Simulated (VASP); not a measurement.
Write the native input for VASP 6.6.1 that does the following.

| Quantity | Value |
| --- | --- |
| Task | single point |
| Functional | PBEsol |
| Potentials or basis | VASP PAW PBE potentials, release 64 (Ta_pv, K_sv, O) |
| Cutoff | 520 eV |
| k mesh | 7 × 7 × 7 |
| Occupations | fermi-dirac, width 0.05 eV |
| Spin | no spin polarisation |
| Dipole correction | no |
| Further INCAR settings | ALGO = Normal; EDIFF = 1e-06; NBANDS = 27 |

The structure of KTaO3 lies in POSCAR:

```
KTaO3
1.0
    3.9615320794      0.0000000000      0.0000000000
    0.0000000000      3.9615320794      0.0000000000
    0.0000000000      0.0000000000      3.9615320794
Ta K O
1 1 3
Direct
    0.0000000000      0.0000000000      0.0000000000
    0.5000000000      0.5000000000      0.5000000000
    0.0000000000      0.0000000000      0.5000000000
    0.0000000000      0.5000000000      0.0000000000
    0.5000000000      0.0000000000      0.0000000000
```

This cell differs from its parent crystal: volume scaled by 0.98.

One way to write it, as run:

INCAR

```
SYSTEM = KTaO3
PREC = Accurate
ENCUT = 520
EDIFF = 1E-6
ISMEAR = -1
SIGMA = 0.05
LREAL = .FALSE.
LASPH = .TRUE.
NELM = 60
ALGO = Normal
ISIF = 2
LWAVE = .FALSE.
LCHARG = .FALSE.
GGA = PS
NBANDS = 27
```

KPOINTS

```
regular mesh
0
G
  7 7 7
  0 0 0
```

Potentials or basis: VASP PAW PBE potentials, release 64 (Ta_pv, K_sv, O).

Run with:

```console
$ cat potpaw_PBE.64/Ta_pv/POTCAR potpaw_PBE.64/K_sv/POTCAR potpaw_PBE.64/O/POTCAR > POTCAR
$ mpirun -np 1 vasp_std > vasp.out
```

It gave:

The pressure is 4.6 GPa and the band gap on the k mesh is 2.19 eV, indirect (least direct gap 2.74 eV).

Caveat: the PAW data sets were made with another functional, which shifts forces and pressure a little; spin-orbit coupling is left out, which moves the levels of the heavy elements.

Wall time 57 s on 1 thread of AMD EPYC 7R13, on a shared host, peak memory 0.16 GiB.
